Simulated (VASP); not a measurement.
Write the native input for VASP 6.6.1 that does the following.

- Task: single point
- Functional: PBE
- Potentials or basis: VASP PAW PBE potentials, release 64 (Ni)
- Cutoff: 520 eV
- k mesh: 15 × 10 × 1
- Occupations: fermi-dirac, width 0.05 eV
- Spin: collinear spin, ferromagnetic start
- Starting moments: [1.0, 1.0, 1.0, 1.0] μB
- Dipole correction: yes
- Further INCAR settings: ALGO = Normal; EDIFF = 1e-07; NBANDS = 32

The structure of Ni lies in POSCAR:

```
Ni
1.0
    2.4880369258      0.0000000000      0.0000000000
    0.0000000000      3.5186155641      0.0000000000
    0.0000000000      0.0000000000     19.7321000000
Ni
4
Direct
    0.2500000000      0.2500000000      0.4054318753
    0.7500000000      0.7500000000      0.4684772915
    0.2500000000      0.2500000000      0.5315227081
    0.7500000000      0.7500000000      0.5945681247
```

These files were run (other wordings do the same):

INCAR

```
SYSTEM = Ni
  ALGO = Normal
  DIPOL = 0.5 0.5 0.500
  EDIFF = 1E-7
  ENCUT = 520
  GGA = PE
  IDIPOL = 3
  ISIF = 2
  ISMEAR = -1
  ISPIN = 2
  LASPH = .TRUE.
  LCHARG = .FALSE.
  LDIPOL = .TRUE.
  LMAXMIX = 4
  LORBIT = 11
  LREAL = .FALSE.
  LWAVE = .FALSE.
  MAGMOM = 1 1 1 1
  NBANDS = 32
  NELM = 150
  PREC = Accurate
  SIGMA = 0.05
```

KPOINTS

```
k-points
0
G
  15 10 1
  0 0 0
```

Potentials or basis: VASP PAW PBE potentials, release 64 (Ni).

Command:

```sh
$ cat potpaw_PBE.64/Ni/POTCAR > POTCAR
$ mpirun -np 1 vasp_std > vasp.out
```

Results of the run:

| Property | Result |
| --- | --- |
| Largest force | 0.579 eV/Å |
| Net moment | 2.82 μB per cell |
| Site moments | Ni +0.76, +0.68 (each value once) μB |
| Valence electrons inside the program's atomic spheres | Ni 9.08, 9.25 (each value once) |

Run time: 32 min on 1 thread of Intel Xeon 8259CL, on a shared host, peak memory 0.57 GiB.
